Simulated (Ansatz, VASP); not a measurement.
## One calculation of Sr, two programs

File INCAR:

```
PREC     = Accurate       # precision mode
ENCUT    = 520            # plane-wave cutoff, eV
EDIFF    = 1E-7           # SCF threshold, eV
ISMEAR   = 0              # smearing method
SIGMA    = 0.1            # smearing width, eV
LREAL    = False          # projectors in reciprocal space
LASPH    = True           # aspherical terms in the spheres
NELM     = 80             # most SCF steps
ALGO     = Normal         # electronic algorithm
ISIF     = 2              # what is computed and relaxed
LWAVE    = False          # write WAVECAR
LCHARG   = False          # write CHGCAR
GGA      = PS             # functional
NBANDS   = 11             # bands
```

The input KPOINTS:

```
regular mesh
0
Gamma
  8 8 8
```

File POSCAR:

```
Sr
1.0
   -2.4350000000      2.4350000000      2.4350000000
    2.4350000000     -2.4350000000      2.4350000000
    2.4350000000      2.4350000000     -2.4350000000
Sr
1
Direct
    0.0000000000      0.0000000000      0.0000000000
```

Contents of input.yaml:

```yaml
crystal:
  lattice:
    - [-2.435, 2.435, 2.435]
    - [2.435, -2.435, 2.435]
    - [2.435, 2.435, -2.435]
  atoms:
    - { symbol: Sr, position: [0.0, 0.0, 0.0] }
hamiltonian:
  xc: pbesol
  pseudopotentials: { kind: paw }
kpoints:
  mp_grid: { grid: [8, 8, 8] }
scf:
  occupations: { method: gaussian, width: 0.1 }
output:
  forces: true
  stress: true
  eigenvalues: true
```

Alike in both runs: task single point; functional PBEsol; k mesh 8 × 8 × 8; occupations gaussian, width 0.1 eV; no spin polarisation.

|  | VASP | Ansatz |
| --- | --- | --- |
| version | VASP 6.6.1 | Ansatz 0.2.0 |
| potentials or method | VASP PAW PBE potentials, release 64 (Sr_sv) | Ansatz PAW |
| plane-wave cutoff (eV) | 520 | 420 |
| valence electrons in the cell | 10 | 10 |

|  | VASP | Ansatz | Ansatz less VASP |
| --- | --- | --- | --- |
| gap on the k mesh at the Fermi level (eV) | none | none | - |
| pressure (GPa) | -1.3 | -1.3 | -0.01 |

VASP's potentials were made for PBE, not for PBEsol. A gap of «none» marks a metal or a gap that the smearing closes.
